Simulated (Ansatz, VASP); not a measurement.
Two plane-wave programs on AlN

The input POSCAR:

```
AlN
1.0
    0.0000000000      1.6540720505      1.6540720505
    1.6540720505      0.0000000000      1.6540720505
    1.6540720505      1.6540720505      0.0000000000
Al N
1 1
Direct
    0.0000000000      0.0000000000      0.0000000000
    0.5000000000      0.5000000000      0.5000000000
```

File INCAR.step1:

```
SYSTEM = AlN
PREC = Accurate ; ENCUT = 520
ISMEAR = -1 ; SIGMA = 0.05
LREAL = .FALSE. ; LASPH = .TRUE.
NELM = 60 ; NBANDS = 11
GGA = PE ; ALGO = Normal
EDIFF = 1E-4 ; LWAVE = .TRUE.
LCHARG = .FALSE.
```

The input INCAR.step2:

```
SYSTEM = AlN
PREC = Accurate ; ENCUT = 520
EDIFF = 1E-6 ; ISMEAR = -1
SIGMA = 0.05 ; LREAL = .FALSE.
LASPH = .TRUE. ; NELM = 60
ALGO = Normal ; ISIF = 2
LWAVE = .FALSE. ; LCHARG = .TRUE.
METAGGA = R2SCAN ; LMIXTAU = .TRUE.
LELF = .TRUE. ; LVHAR = .TRUE.
NBANDS = 11 ; ISTART = 1
```

Contents of KPOINTS:

```
Automatic mesh
0
G
  15 15 15
  0 0 0
```

Input for Ansatz:

```yaml
crystal:
  lattice:
    - [0.0, 1.6540720505, 1.6540720505]
    - [1.6540720505, 0.0, 1.6540720505]
    - [1.6540720505, 1.6540720505, 0.0]
  atoms:
    - { symbol: Al, position: [0.0, 0.0, 0.0] }
    - { symbol: "N", position: [0.5, 0.5, 0.5] }
kpoints:
  mp_grid: { grid: [15, 15, 15] }
scf:
  occupations: { method: fermi_dirac, width: 0.05 }
hamiltonian:
  xc: r2scan
  pseudopotentials: { kind: paw, core: large }
output:
  forces: true
  stress: true
  eigenvalues: true
```

Change from the starting cell: volume scaled by 0.55, PAW files, core large.

Alike in both runs: task single point; functional r2SCAN; k mesh 15 × 15 × 15; occupations fermi-dirac, width 0.05 eV; no spin polarisation.

|  | VASP | Ansatz |
| --- | --- | --- |
| version | VASP 6.6.1 | Ansatz 0.2.0 |
| potentials or method | VASP PAW PBE potentials, release 64 (Al, N) | PAW with other files of Ansatz's library (core large), scalar-relativistic |
| plane-wave cutoff (eV) | 520 | 500 |
| valence electrons in the cell | 8 | 8 |

Ansatz gave:

```
gap on the k mesh at the Fermi level (eV) : 4.06
pressure (GPa)                            : 509.1
```

Problem. What did VASP give for the same quantities?

Solution. gap on the k mesh at the Fermi level (eV): 3.98; pressure (GPa): 523.2.

VASP's potentials were made for PBE, not for r2SCAN. Both programs put the cell under a high pressure, so it lies far from rest at this level. Ansatz's warnings: datasets by core.

Noted on VASP's run: the cell as given lies far from equilibrium.
